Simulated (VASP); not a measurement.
# Cd2InGaO4 (P4/mmm) in VASP: a series of runs

Cd2InGaO4 is run at these levels: PBE; tasks: single point.

Everything below comes from runs of VASP 6.6.1. Logs are shortened: lines on timing, memory, paths and dates and some standing lists are left out, and cuts for length are marked.

### Step 1. The cell of the first run

Symmetry: P4/mmm, No. 123, tetragonal system. The conventional cell has a = 4.193 Å, b = 4.193 Å, c = 6.364 Å, α = 90.00°, β = 90.00°, γ = 90.00°. Cd (site symmetry 4mm) has 8 O at 2.60 to 2.66 Å and 2 Cd at 3.08 to 3.28 Å and 4 Ga at 3.34 Å and 4 In at 3.39 Å within 3.4 Å. Within 2.8 Å of In (site symmetry 4/mmm) lie 4 O at 2.10 Å. Within 2.8 Å of Ga (site symmetry 4/mmm) lie 4 O at 2.10 Å. O (site symmetry mmm) has 2 In at 2.10 Å and 4 Cd at 2.66 Å within 2.8 Å. O (site symmetry mmm) has 2 Ga at 2.10 Å and 4 Cd at 2.60 Å within 2.8 Å.

### Step 2. Single point, PBE

Input file INCAR:

```
SYSTEM = Cd2InGaO4
PREC = Accurate
ENCUT = 700
EDIFF = 1E-6
ISMEAR = 0
SIGMA = 0.1
LREAL = .FALSE.
LASPH = .TRUE.
NELM = 120
ALGO = Normal
ISIF = 2
LWAVE = .FALSE.
LCHARG = .FALSE.
GGA = PE
NBANDS = 55
GGA_COMPAT = .FALSE.
```

Input file KPOINTS:

```
Automatic mesh
0
G
  10 10 6
  0 0 0
```

Input file POSCAR:

```
Cd2InGaO4
1.0
    4.1929955263      0.0000000000      0.0000000000
    0.0000000000      4.1929955263      0.0000000000
    0.0000000000      0.0000000000      6.3641024089
Cd In Ga O
2 1 1 4
Direct
    0.5000000000      0.5000000000      0.2578891462
    0.5000000000      0.5000000000      0.7421108538
    0.0000000000      0.0000000000      0.0000000000
    0.0000000000      0.0000000000      0.5000000000
    0.5000000000      0.0000000000      0.0000000000
    0.0000000000      0.5000000000      0.0000000000
    0.5000000000      0.0000000000      0.5000000000
    0.0000000000      0.5000000000      0.5000000000
```

Potentials or basis: VASP PAW PBE potentials, release 64 (Cd_sv_GW, In_d, Ga_d, O).

Launch:

```
$ cat potpaw_PBE.64/Cd_sv_GW/POTCAR potpaw_PBE.64/In_d/POTCAR potpaw_PBE.64/Ga_d/POTCAR potpaw_PBE.64/O/POTCAR > POTCAR
$ mpirun -np 1 vasp_std > vasp.out
```

OUTCAR:

```text
SYSTEM = Cd2InGaO4
   PREC = Accurate
   ENCUT = 700
   EDIFF = 1E-6
   ISMEAR = 0
   LREAL = .FALSE.
   LASPH = .TRUE.
   NELM = 120
   ISIF = 2
   GGA = PE

 ion  position               nearest neighbor table
   1  0.500  0.500  0.258-
   2  0.500  0.500  0.742-
   3  0.000  0.000  0.000-   5 2.10   6 2.10   6 2.10   5 2.10   4 3.18   4 3.18
   4  0.000  0.000  0.500-   7 2.10   8 2.10   8 2.10   7 2.10   3 3.18   3 3.18
   5  0.500  0.000  0.000-   3 2.10   3 2.10
   6  0.000  0.500  0.000-   3 2.10   3 2.10
   7  0.500  0.000  0.500-   4 2.10   4 2.10
   8  0.000  0.500  0.500-   4 2.10   4 2.10

  LATTYP: Found a simple tetragonal cell.
 ALAT       =     4.1929955263
 C/A-ratio  =     1.5177937513

  Lattice vectors:

 A1 = (   4.1929955263,   0.0000000000,   0.0000000000)
 A2 = (   0.0000000000,   4.1929955263,   0.0000000000)
 A3 = (   0.0000000000,   0.0000000000,   6.3641024089)

Analysis of symmetry for initial positions (statically):
=====================================================================
 Subroutine PRICEL returns:
 Original cell was already a primitive cell.

 Routine SETGRP: Setting up the symmetry group for a
 simple tetragonal supercell.

 Subroutine GETGRP returns: Found 16 space group operations
 (whereof 16 operations were pure point group operations)
 out of a pool of 16 trial point group operations.

The static configuration has the point symmetry D_4h.

Analysis of symmetry for dynamics (positions and initial velocities):
=====================================================================
 Subroutine PRICEL returns:
 Original cell was already a primitive cell.

 Routine SETGRP: Setting up the symmetry group for a
 simple tetragonal supercell.

 Subroutine GETGRP returns: Found 16 space group operations
 (whereof 16 operations were pure point group operations)
 out of a pool of 16 trial point group operations.

The dynamic configuration has the point symmetry D_4h.

 Subroutine INISYM returns: Found 16 space group operations
 (whereof 16 operations are pure point group operations),
 and found     1 'primitive' translations

----------------------------------------------------------------------------------------

                                     Primitive cell

  volume of cell :     111.8886

  direct lattice vectors                    reciprocal lattice vectors
     4.192995526  0.000000000  0.000000000     0.238492980  0.000000000  0.000000000
     0.000000000  4.192995526  0.000000000     0.000000000  0.238492980  0.000000000
     0.000000000  0.000000000  6.364102409     0.000000000  0.000000000  0.157131350

  length of vectors
     4.192995526  4.192995526  6.364102409     0.238492980  0.238492980  0.157131350

  position of ions in fractional coordinates (direct lattice)
     0.500000000  0.500000000  0.257889146
     0.500000000  0.500000000  0.742110854
     0.000000000  0.000000000  0.000000000
     0.000000000  0.000000000  0.500000000
     0.500000000  0.000000000  0.000000000
     0.000000000  0.500000000  0.000000000
     0.500000000  0.000000000  0.500000000
     0.000000000  0.500000000  0.500000000

  ion indices of the primitive-cell ions
   primitive index   ion index
                 1           1
                 2           2
                 3           3
                 4           4
                 5           5
                 6           6
                 7           7
                 8           8

----------------------------------------------------------------------------------------

 KPOINTS: Automatic mesh

Automatic generation of k-mesh.
 Grid dimensions read from file:
 generate k-points for:   10   10    6

 Generating k-lattice:

  Cartesian coordinates                     Fractional coordinates (reciprocal lattice)
     0.023849298  0.000000000  0.000000000     0.100000000  0.000000000  0.000000000
     0.000000000  0.023849298  0.000000000     0.000000000  0.100000000  0.000000000
     0.000000000  0.000000000  0.026188558     0.000000000  0.000000000  0.166666667

  Length of vectors
     0.023849298  0.023849298  0.026188558

  Shift w.r.t. Gamma in fractional coordinates (k-lattice)
     0.000000000  0.000000000  0.000000000

 Subroutine IBZKPT returns following result:
 ===========================================

 Found     84 irreducible k-points:

 Following reciprocal coordinates:
            Coordinates               Weight
  0.000000  0.000000  0.000000      1.000000
  0.100000  0.000000  0.000000      4.000000
  0.200000  0.000000  0.000000      4.000000
  0.300000  0.000000  0.000000      4.000000
  0.400000  0.000000  0.000000      4.000000
  0.500000  0.000000  0.000000      2.000000
[... 16 lines left out ...]
  0.100000  0.000000  0.166667      8.000000
  0.200000  0.000000  0.166667      8.000000
 [... further k-points ...]
   k-points           NKPTS =     84   k-points in BZ     NKDIM =     84   number of bands    NBANDS=     55
   number of dos      NEDOS =    301   number of ions     NIONS =      8
   total plane-waves  NPLWV =  72576
   dimension x,y,z NGX =    36 NGY =   36 NGZ =   56
   dimension x,y,z NGXF=    72 NGYF=   72 NGZF=  112
   ions per type =               2   1   1   4
   NGX,Y,Z   is equivalent  to a cutoff of  14.27, 14.27, 14.63 a.u.
   NGXF,Y,Z  is equivalent  to a cutoff of  28.55, 28.55, 29.26 a.u.
 SYSTEM =  Cd2InGaO4
   PREC   = accura    normal or accurate (medium, high low for compatibility)
   ISTART =      0    job   : 0-new  1-cont  2-samecut
   ICHARG =      2    charge: 1-file 2-atom 10-const
   ISPIN  =      1    spin polarized calculation?
   LNONCOLLINEAR =      F non collinear calculations
   LSORBIT =      F    spin-orbit coupling
   LASPH  =      T    aspherical Exc in radial PAW
   ENCUT  =  700.0 eV  51.45 Ry    7.17 a.u.   9.05  9.05 13.73*2*pi/ulx,y,z
   NELM   =    120;   NELMIN=  2; NELMDL= -5     # of ELM steps
   EDIFF  = 0.1E-05   stopping-criterion for ELM
   LREAL  =      F    real-space projection
   EDIFFG = 0.1E-04   stopping-criterion for IOM
   NSW    =      0    number of steps for IOM
   IBRION =     -1    ionic relax: 0-MD 1-quasi-New 2-CG
   NFREE  =      0    steps in history (QN), initial steepest desc. (CG)
   ISIF   =      2    stress and relaxation
   ISYM   =      2    0-nonsym 1-usesym 2-fastsym
   POTIM  = 0.5000    time-step for ionic-motion
   TEBEG  =    0.0;   TEEND  =   0.0 temperature during run
   PSTRESS=    0.0 pullay stress
   NELECT =      90.0000    total number of electrons
   NUPDOWN=      -1.0000    fix difference up-down
   EMIN   =  10.00;   EMAX   =-10.00  energy-range for DOS
   EFERMI =   0.00;   METHOD = LEGACY
   ISMEAR =     0;   SIGMA  =   0.10  broadening in eV -4-tet -1-fermi 0-gaus
   EFERMI_NEDOS =   21; number of points for ismear=-14 and -15
   IALGO  =     38    algorithm
   IMIX   =      4    mixing-type and parameters
     AMIX     =   0.40;   BMIX     =  1.00
     AMIX_MAG =   1.60;   BMIX_MAG =  1.00
  volume/ion in A,a.u.               =      13.99        94.38
  Fermi-wavevector in a.u.,A,eV,Ry     =   1.522511  2.877128 31.538832  2.318039
  Thomas-Fermi vector in A             =   2.631080
   LORBIT       =      0    0 simple, 1 ext, 2 COOP (PROOUT), +10 PAW based schemes
   GGA     = PE    functional components
   LHFCALC =     F    Hartree Fock is set to
   AEXX    =    0.0000 exact exchange contribution
   IVDW    =     0    specifies the selected vdW correction
   LEPSILON=     F    determine dielectric tensor
   LRPA    =     F    only Hartree local field effects (RPA)
 non-spin polarized calculation
 Gauss-broadening in eV      SIGMA  =   0.10
  energy-cutoff  :      700.00
  volume of cell :      111.89
 maximum number of plane-waves:      4784
   NGX = 19   NGY = 19   NGZ = 27

 number of electron      90.0000014 magnetization

 Free energy of the ion-electron system (eV)
  ---------------------------------------------------
  ext. energy  EPLUGINS =         0.00000000
  ---------------------------------------------------
  free energy    TOTEN  =       -33.10001859 eV

  energy without entropy =      -33.08373988  energy(sigma->0) =      -33.09187923

 E-fermi :   6.6610     XC(G=0): -11.3077

 val. band max:        6.6532883018   @ k =   0.4000   0.4000   0.3333
 cond. band min:       6.6675759915   @ k =   0.2000   0.1000   0.0000
 fundamental gap:      0.0142876898
 Fermi energy:         6.6609801313

 k-point     1 :       0.0000    0.0000    0.0000
  band No.  band energies     occupation
      1     -96.4883      2.00000
      2     -96.4874      2.00000
      3     -57.5781      2.00000
      4     -57.5619      2.00000
      5     -57.5538      2.00000
      6     -57.5538      2.00000
[... 47 lines left out ...]
     54      12.9951      0.00000
     55      16.0144      0.00000

 k-point     2 :       0.1000    0.0000    0.0000
  band No.  band energies     occupation
      1     -96.4882      2.00000
      2     -96.4874      2.00000
      3     -57.5781      2.00000
      4     -57.5619      2.00000
      5     -57.5539      2.00000
      6     -57.5538      2.00000
[... 47 lines left out ...]
     54      13.0392      0.00000
     55      15.9513      0.00000

 k-point     3 :       0.2000    0.0000    0.0000
  band No.  band energies     occupation
      1     -96.4882      2.00000
      2     -96.4874      2.00000
      3     -57.5781      2.00000
      4     -57.5619      2.00000
      5     -57.5539      2.00000
      6     -57.5538      2.00000
[... 1152 lines left out ...]
 k-point    23 :       0.1000    0.0000    0.1667
  band No.  band energies     occupation
      1     -96.4882      2.00000
      2     -96.4875      2.00000
      3     -57.5772      2.00000
      4     -57.5628      2.00000
      5     -57.5538      2.00000
      6     -57.5538      2.00000
[... 47 lines left out ...]
     54      12.9665      0.00000
     55      14.6487      0.00000

 k-point    24 :       0.2000    0.0000    0.1667
  band No.  band energies     occupation
      1     -96.4882      2.00000
      2     -96.4875      2.00000
      3     -57.5772      2.00000
      4     -57.5628      2.00000
      5     -57.5538      2.00000
      6     -57.5538      2.00000
[... 47 lines left out ...]
     54      13.8103      0.00000
     55      14.7443      0.00000

 [... further k-points ...]

------------------------ aborting loop because EDIFF is reached ----------------------------------------

  FORCE on cell =-STRESS in cart. coord.  units (eV):
  Direction    XX          YY          ZZ          XY          YZ          ZX
  --------------------------------------------------------------------------------------
  -------------------------------------------------------------------------------------
  Total        0.1882986      0.1882986     -0.1485451      0.0000000      0.0000000      0.0000000
  in kB        2.6963217      2.6963217     -2.1270754      0.0000000      0.0000000      0.0000000
  external PRESSURE =       1.0885226 kB  Pullay stress =       0.0000000 kB

 VOLUME and BASIS-vectors are now :
 -----------------------------------------------------------------------------
  energy-cutoff  :      700.00
  volume of cell :      111.89
      direct lattice vectors                 reciprocal lattice vectors
     4.192995526  0.000000000  0.000000000     0.238492980  0.000000000  0.000000000
     0.000000000  4.192995526  0.000000000     0.000000000  0.238492980  0.000000000
     0.000000000  0.000000000  6.364102409     0.000000000  0.000000000  0.157131350

 POSITION                                       TOTAL-FORCE (eV/Angst)
 -----------------------------------------------------------------------------------
      2.09650      2.09650      1.64123         0.000000     -0.000000     -0.008939
      2.09650      2.09650      4.72287        -0.000000     -0.000000      0.008939
      0.00000      0.00000      0.00000        -0.000000      0.000000     -0.000000
      0.00000      0.00000      3.18205        -0.000000      0.000000     -0.000000
      2.09650      0.00000      0.00000        -0.000000      0.000000     -0.000000
      0.00000      2.09650      0.00000        -0.000000      0.000000     -0.000000
      2.09650      0.00000      3.18205        -0.000000      0.000000     -0.000000
      0.00000      2.09650      3.18205        -0.000000      0.000000     -0.000000
 -----------------------------------------------------------------------------------
    total drift:                                0.000000      0.000000      0.000000

  FREE ENERGIE OF THE ION-ELECTRON SYSTEM (eV)
  ---------------------------------------------------
  free  energy   TOTEN  =       -33.1000185865 eV

  energy  without entropy=      -33.0837398752  energy(sigma->0) =      -33.09187923
```

Run time: 8.4 min. Hardware: 1 thread of Intel Xeon 6975P-C (Granite Rapids), shared host; peak memory 0.83 GiB.

Results:

```
Free energy            : -33.1000 eV
Pressure               : 0.1 GPa
Largest force          : 0.009 eV/Å
Band gap on the k mesh : zero (bands 45 and 46 overlap by 2.22 eV)
```

Forces in eV/Å, atoms in the order of the input:
```
Cd   0.000  0.000 -0.009
Cd   0.000  0.000  0.009
In   0.000  0.000  0.000
Ga   0.000  0.000  0.000
O    0.000  0.000  0.000
O    0.000  0.000  0.000
O    0.000  0.000  0.000
O    0.000  0.000  0.000
```

Levels at points of the mesh, in eV from the Fermi level:
```csv
k point,band 43,band 44,band 45,band 46,band 47,band 48
"(0.00, 0.00, 0.00)",-2.75,-2.75,-2.64,-1.04,0.18,1.43
"(0.50, 0.00, 0.00)",-2.90,-2.78,0.26,0.31,0.83,1.94
"(0.50, 0.50, 0.00)",-2.31,-2.20,-0.98,0.09,2.02,2.02
"(0.00, 0.00, 0.50)",-3.08,-2.91,-2.60,-1.58,0.30,0.78
"(0.50, 0.00, 0.50)",-3.57,-3.55,0.25,0.73,1.30,1.31
"(0.50, 0.50, 0.50)",-2.36,-2.21,0.65,0.73,1.53,1.61
```

Caveat: spin-orbit coupling is left out, which moves the levels of the heavy elements.

### Step 3. Single point, PBE

Input file INCAR:

```
  PREC = Accurate
  ENCUT = 700
  EDIFF = 1E-6
  ISMEAR = 0
  SIGMA = 0.1
  LREAL = False
  LASPH = True
  NELM = 120
  ALGO = Normal
  ISIF = 2
  LWAVE = False
  LCHARG = False
  GGA = PE
  NBANDS = 55
  GGA_COMPAT = False
```

Input file KPOINTS:

```
Automatic mesh
0
Gamma
  8 8 8
```

Input file POSCAR:

```
Cd2InGaO4
1.0
    4.1929076405      0.0000000000      0.0000000000
    0.0000000000      4.1929076405      0.0000000000
    0.0000000000      0.0000000000      6.3688410574
Cd In Ga O
2 1 1 4
Direct
    0.5000000000      0.5000000000      0.2577117433
    0.5000000000      0.5000000000      0.7422882567
    0.0000000000      0.0000000000      0.0000000000
    0.0000000000      0.0000000000      0.5000000000
    0.5000000000      0.0000000000      0.0000000000
    0.0000000000      0.5000000000      0.0000000000
    0.5000000000      0.0000000000      0.5000000000
    0.0000000000      0.5000000000      0.5000000000
```

Potentials or basis: VASP PAW PBE potentials, release 64 (Cd_sv_GW, In_d, Ga_d, O).

Launch:

```
$ cat potpaw_PBE.64/Cd_sv_GW/POTCAR potpaw_PBE.64/In_d/POTCAR potpaw_PBE.64/Ga_d/POTCAR potpaw_PBE.64/O/POTCAR > POTCAR
$ mpirun -np 1 vasp_std > vasp.out
```

Run time: 21 min. Hardware: 1 thread of Intel Xeon Platinum 8488C (Sapphire Rapids), shared host; peak memory 0.78 GiB.

It converged, with:

```yaml
Free_energy: -33.1034 eV
Pressure: 0.1 GPa
Largest_force: 0.004 eV/Å
Band_gap_on_the_k_mesh: zero (bands 45 and 46 overlap by 2.22 eV)
```

Forces on the atoms (eV/Å):
```
Cd   0.000  0.000 -0.004
Cd   0.000  0.000  0.004
In   0.000  0.000  0.000
Ga   0.000  0.000  0.000
O    0.000  0.000  0.000
O    0.000  0.000  0.000
O    0.000  0.000  0.000
O    0.000  0.000  0.000
```

Stress tensor (GPa, compression positive):
```
 0.25  0.00  0.00
 0.00  0.25  0.00
 0.00  0.00 -0.24
```

Levels at points of the mesh, in eV from the Fermi level:
```tsv
k point	band 43	band 44	band 45	band 46	band 47	band 48
(0.00, 0.00, 0.00)	-2.72	-2.72	-2.62	-1.03	0.20	1.45
(0.50, 0.00, 0.00)	-2.87	-2.76	0.28	0.33	0.85	1.95
(0.50, 0.50, 0.00)	-2.28	-2.16	-0.96	0.10	2.04	2.04
(0.00, 0.00, 0.50)	-3.05	-2.89	-2.58	-1.55	0.32	0.80
(0.50, 0.00, 0.50)	-3.54	-3.53	0.27	0.75	1.32	1.33
(0.50, 0.50, 0.50)	-2.33	-2.17	0.67	0.75	1.55	1.62
```

Caveat: spin-orbit coupling is left out, which moves the levels of the heavy elements.
